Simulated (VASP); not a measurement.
**Al12Cl: single point with PBE**

The system is Al12Cl, a slab with vacuum.

```
Al Cl
1.0
     5.71352    0.00000    0.00000
    -2.85676    4.94805    0.00000
     0.00000    0.00000   20.10138
Al Cl
12 1
Direct
  0.33333 0.16667 0.19899
  0.33333 0.66667 0.19899
  0.83333 0.16667 0.19899
  0.83333 0.66667 0.19899
  0.16667 0.33333 0.31345
  0.16667 0.83333 0.31345
  0.66667 0.33333 0.31345
  0.66667 0.83333 0.31345
  0.00000 0.00000 0.42790
  0.00000 0.50000 0.42790
  0.50000 0.00000 0.42790
  0.50000 0.50000 0.42790
  0.08333 0.33333 0.53310
```

- Program: VASP 6.6.1
- Task: single point
- Functional: PBE
- Potentials or basis: VASP PAW PBE potentials, release 64 (Al, Cl)
- Cutoff: 520 eV
- k mesh: 6 × 6 × 1
- Occupations: gaussian, width 0.1 eV
- Spin: no spin polarisation
- Dipole correction: yes
- Further INCAR settings: ALGO = Normal; EDIFF = 1e-06; NBANDS = 34

* Largest force: 0.469 eV/Å
* Band gap on the k mesh: zero (an odd number of electrons rules out a gap without spin polarisation)

Forces in eV/Å, atoms in the order of the input:
```
Al   0.096 -0.038 -0.050
Al   0.028  0.111 -0.043
Al  -0.100 -0.075 -0.019
Al  -0.029 -0.005 -0.103
Al   0.034 -0.011  0.261
Al   0.021  0.044 -0.087
Al  -0.029  0.006 -0.048
Al   0.049 -0.036 -0.078
Al   0.062 -0.170  0.129
Al  -0.075  0.096  0.453
Al  -0.167 -0.064 -0.286
Al   0.241  0.122 -0.102
Cl  -0.132  0.019 -0.028
```

Levels at points of the mesh, in eV from the Fermi level:
```csv
k point,band 18,band 19,band 20,band 21,band 22,band 23,band 24,band 25,band 26,band 27
"(0.00, 0.00, 0.00)",-2.61,-2.52,-2.21,-0.44,-0.30,-0.25,-0.15,0.01,0.15,1.01
"(0.50, 0.00, 0.00)",-0.78,-0.56,-0.48,-0.28,-0.22,0.86,0.92,1.39,1.46,1.55
"(0.00, 0.50, 0.00)",-0.80,-0.55,-0.54,-0.29,-0.17,0.86,0.95,1.42,1.48,1.55
"(0.50, 0.50, 0.00)",-0.77,-0.56,-0.55,-0.29,-0.20,0.86,0.93,1.41,1.50,1.54
```

Wall time 8.3 min on 1 thread of Intel(R) Xeon(R) 6975P-C (Granite Rapids), with other jobs on the host, peak memory 0.71 GiB.

Caveat: an odd number of electrons without spin polarisation forces a metal; a magnetic or distorted state may lie lower.
